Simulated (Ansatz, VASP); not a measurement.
# WSe2 in VASP and in Ansatz

```
W Se
1.0
    -3.27115    0.00000    0.00000
    -1.63558   -2.83290    0.00000
    -1.30846    0.00000   13.22067
W Se
2 4
Cartesian
  -1.6356 -0.9443 7.4472
  -3.2712 -1.8886 0.8369
  -1.6356 -0.9443 12.3836
  -3.2712 -1.8886 5.7733
  -1.6356 -0.9443 2.5108
  -3.2712 -1.8886 9.1211
```

Alike in both runs: task single point; functional PBEsol; k mesh 9 × 9 × 2; occupations gaussian, width 0.05 eV; no spin polarisation.

|  | VASP | Ansatz |
| --- | --- | --- |
| version | VASP 6.6.1 | Ansatz 0.2.0 |
| potentials or method | VASP PAW PBE potentials, release 64 (W_sv, Se), cutoff 520 eV | scalar-relativistic, plane waves, PAW |
| valence electrons in the cell | 52 | 92 |

Ansatz gave:

- gap on the k mesh at the Fermi level (eV): none
- pressure (GPa): 14.5
- traceless stress, the component that is largest in VASP (GPa): -19.18
- rms of the force components (eV/Å): 5.380

Problem. Estimate VASP's values.

Solution. gap on the k mesh at the Fermi level (eV): none; pressure (GPa): 15.0; traceless stress, the component that is largest in VASP (GPa): -19.34; rms of the force components (eV/Å): 5.433.

VASP's potentials were made for PBE, not for PBEsol. Atom by atom the forces differ by 0.060 eV/Å (rms over components). A gap of «none» marks a metal or a gap that the smearing closes. VASP's potentials hold 52 valence electrons a cell and Ansatz's 92, so a difference there can come from the potentials and not from the codes.

Spin-orbit coupling is off throughout.
